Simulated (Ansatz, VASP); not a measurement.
**One calculation of WC, two programs**

The input POSCAR:

```
WC
1.0
    0.0000000000      2.3021091000      2.3021091000
    2.3021091000      0.0000000000      2.3021091000
    2.3021091000      2.3021091000      0.0000000000
W C
1 1
Direct
    0.0000000000      0.0000000000      0.0000000000
    0.7500000000      0.7500000000      0.7500000000
```

INCAR.step1

```
SYSTEM = WC
ALGO     = Normal         ! electronic algorithm
EDIFF    = 1E-5           ! SCF threshold, eV
ENCUT    = 520            ! plane-wave cutoff, eV
GGA      = PE             ! functional
GGA_COMPAT= .FALSE.      
ISIF     = 2              ! what is computed and relaxed
ISMEAR   = -1             ! smearing method
LASPH    = .TRUE.         ! aspherical terms in the spheres
LMAXMIX  = 4              ! l up to which the mixer works
LNONCOLLINEAR= .TRUE.         ! non-collinear magnetism
LORBIT   = 11             ! projections on sites
LORBMOM  = .TRUE.       
LREAL    = .FALSE.        ! projectors in reciprocal space
LSORBIT  = .TRUE.         ! spin-orbit coupling
LWAVE    = .TRUE.         ! write WAVECAR
MAGMOM   = 0 0 0 0 0 0    ! initial moments
NBANDS   = 30             ! bands
NELM     = 150            ! most SCF steps
PREC     = Accurate       ! precision mode
SIGMA    = 0.05           ! smearing width, eV
```

INCAR.step2

```
SYSTEM = WC
ALGO     = Normal         ! electronic algorithm
EDIFF    = 1E-6           ! SCF threshold, eV
ENCUT    = 520            ! plane-wave cutoff, eV
GGA      = PE             ! functional
GGA_COMPAT= .FALSE.      
HFSCREEN = 0.2079         ! screening, 1/A
ISIF     = 2              ! what is computed and relaxed
ISMEAR   = -1             ! smearing method
ISTART   = 1            
LASPH    = .TRUE.         ! aspherical terms in the spheres
LCHARG   = .TRUE.         ! write CHGCAR
LHFCALC  = .TRUE.         ! exact exchange
LMAXMIX  = 4              ! l up to which the mixer works
LNONCOLLINEAR= .TRUE.         ! non-collinear magnetism
LORBIT   = 11             ! projections on sites
LORBMOM  = .TRUE.       
LREAL    = .FALSE.        ! projectors in reciprocal space
LSORBIT  = .TRUE.         ! spin-orbit coupling
LVHAR    = .TRUE.       
LWAVE    = .FALSE.        ! write WAVECAR
MAGMOM   = 0 0 0 0 0 0    ! initial moments
NBANDS   = 30             ! bands
NELM     = 150            ! most SCF steps
PREC     = Accurate       ! precision mode
PRECFOCK = Normal       
SIGMA    = 0.05           ! smearing width, eV
```

The input KPOINTS:

```
k-points
0
G
  4 4 4
  0 0 0
```

Contents of input:

```
crystal:
  lattice:
    - [0.0, 2.3021091, 2.3021091]
    - [2.3021091, 0.0, 2.3021091]
    - [2.3021091, 2.3021091, 0.0]
  atoms:
    - { symbol: W, position: [0.0, 0.0, 0.0] }
    - { symbol: C, position: [0.75, 0.75, 0.75] }
hamiltonian:
  xc: hse06
  pseudopotentials: { kind: paw_fr }
magnetization:
  noncollinear: true
  spin_orbit: true
kpoints:
  mp_grid: { grid: [4, 4, 4] }
scf:
  occupations: { method: fermi_dirac, width: 0.05 }
output:
  forces: true
  stress: true
  eigenvalues: true
  write_density: true
  write_potential: true
  elf: true
  volumetric_format: npy
```

Alike in both runs: task single point; functional HSE06; k mesh 4 × 4 × 4; occupations fermi-dirac, width 0.05 eV; non-collinear spin, spin-orbit coupling.

```csv
,VASP,Ansatz
version,VASP 6.6.1,Ansatz 0.2.0
potentials or method,"VASP PAW PBE potentials, release 64 (W_sv, C)",Ansatz PAW
plane-wave cutoff (eV),520,420
valence electrons in the cell,18,18
```

VASP gave:

```
pressure (GPa) : 13.4
```

Q: Estimate Ansatz's values.

A: Pressure (GPa): 12.3.

The k mesh is coarse, so the values compare programs but aren't converged.
